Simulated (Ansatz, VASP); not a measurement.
SrTe: VASP beside Ansatz

File POSCAR:

```
SrTe
1.0
    0.0000000000      3.2843153648      3.2843153648
    3.2843153648      0.0000000000      3.2843153648
    3.2843153648      3.2843153648      0.0000000000
Sr Te
1 1
Direct
    0.0000000000      0.0000000000      0.0000000000
    0.5000000000      0.5000000000      0.5000000000
```

INCAR.step1

```
SYSTEM = SrTe
ALGO = Normal ; EDIFF = 1E-5
ENCUT = 550 ; GGA = PE
GGA_COMPAT = .FALSE. ; ISMEAR = 0
LASPH = .TRUE. ; LCHARG = .FALSE.
LREAL = .FALSE. ; LWAVE = .TRUE.
NBANDS = 15 ; NELM = 120
PREC = Accurate ; SIGMA = 0.01
```

The input INCAR.step2:

```
SYSTEM = SrTe
ALGO = Normal ; EDIFF = 1E-6
ENCUT = 550 ; GGA_COMPAT = .FALSE.
ISIF = 2 ; ISMEAR = 0
ISTART = 1 ; LASPH = .TRUE.
LCHARG = .FALSE. ; LMIXTAU = .TRUE.
LREAL = .FALSE. ; LWAVE = .FALSE.
METAGGA = R2SCAN ; NBANDS = 15
NELM = 120 ; PREC = Accurate
SIGMA = 0.01
```

File KPOINTS:

```
k-points
0
G
  6 6 6
  0 0 0
```

Input for Ansatz:

```yaml
crystal:
  lattice:
    - [0.0, 3.2843153648, 3.2843153648]
    - [3.2843153648, 0.0, 3.2843153648]
    - [3.2843153648, 3.2843153648, 0.0]
  atoms:
    - { symbol: Sr, position: [0.0, 0.0, 0.0] }
    - { symbol: Te, position: [0.5, 0.5, 0.5] }
kpoints:
  mp_grid: { grid: [6, 6, 6] }
hamiltonian:
  xc: r2scan
scf:
  occupations: { method: fixed }
  n_extra_bands: 4
output:
  forces: true
  stress: true
  eigenvalues: true
```

Alike in both runs: task single point; functional r2SCAN; k mesh 6 × 6 × 6; no spin polarisation.

```csv
,VASP,Ansatz
version,VASP 6.6.1,Ansatz 0.2.0
potentials or method,"VASP PAW PBE potentials, release 64 (Sr_sv, Te)","plane waves, PAW"
plane-wave cutoff (eV),550,500
occupations,"gaussian, width 0.01 eV",fixed
valence electrons in the cell,16,26
```

|  | VASP | Ansatz | Ansatz less VASP |
| --- | --- | --- | --- |
| gap on the k mesh at the Fermi level (eV) | 1.98 | 2.01 | +0.030 |
| pressure (GPa) | 2.6 | 2.5 | -0.12 |

VASP's potentials were made for PBE, not for r2SCAN. VASP's potentials hold 16 valence electrons a cell and Ansatz's 26, so a difference there can come from the potentials and not from the codes.

Neither program's run includes spin-orbit coupling.
